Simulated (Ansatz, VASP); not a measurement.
**V in VASP and in Ansatz**

```xyz
2
Lattice="1.3886 0.8017 4.1856 -1.3886 0.8017 4.1856 0.0000 -1.6034 4.1856" Properties=species:S:1:pos:R:3 pbc="T T T"
V     0.0000    0.0000    1.0965
V     0.0000    0.0000   11.4604
```

Alike in both runs: functional PBE; k mesh 24 × 24 × 24; occupations gaussian, width 0.1 eV; no spin polarisation.

Ansatz relaxed the structure, and its values are those at the end. VASP's run is a single point on that final structure, the one shown.

|  | VASP | Ansatz |
| --- | --- | --- |
| version | VASP 6.6.1 | Ansatz 0.2.0 |
| potentials or method | VASP PAW PBE potentials, release 64 (V_sv), cutoff 520 eV | scalar-relativistic, plane waves, PAW |
| valence electrons in the cell | 26 | 26 |

|  | VASP | Ansatz | Ansatz less VASP |
| --- | --- | --- | --- |
| gap on the k mesh at the Fermi level (eV) | none | none | - |
| pressure (GPa) | 0.5 | 0.0 | -0.51 |
| rms of the force components (eV/Å) | 0.055 | 0.003 | -0.0513 |

A gap of «none» marks a metal or a gap that the smearing closes.
